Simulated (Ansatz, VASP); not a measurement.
## VN2 in VASP and in Ansatz

```xyz
6
Lattice="-2.1507 2.1507 2.4914 2.1507 -2.1507 2.4914 2.1507 2.1507 -2.4914" Properties=species:S:1:pos:R:3 pbc="T T T"
V     0.0000    0.0000    1.2457
V     0.0000    0.0000    3.7370
N     2.6459    0.4951    0.0000
N     1.6556    0.4951    2.4914
N    -0.4951    1.6556    2.4914
N     0.4951    1.6556    0.0000
```

Alike in both runs: task single point; functional PBE; k mesh 6 × 6 × 6; occupations gaussian, width 0.1 eV; no spin polarisation.

```csv
,VASP,Ansatz
version,VASP 6.6.1,Ansatz 0.2.0
potentials or method,"VASP PAW PBE potentials, release 64 (V_sv, N), cutoff 520 eV","scalar-relativistic, plane waves, PAW"
valence electrons in the cell,46,46
```

```csv
,VASP,Ansatz,Ansatz less VASP
gap on the k mesh at the Fermi level (eV),none,none,-
pressure (GPa),-0.3,-0.9,-0.67
"traceless stress, the component that is largest in VASP (GPa)",0.49,0.60,+0.118
rms of the force components (eV/Å),0.189,0.209,+0.0204
```

Atom by atom the forces differ by 0.020 eV/Å (rms over components). A gap of «none» marks a metal or a gap that the smearing closes.
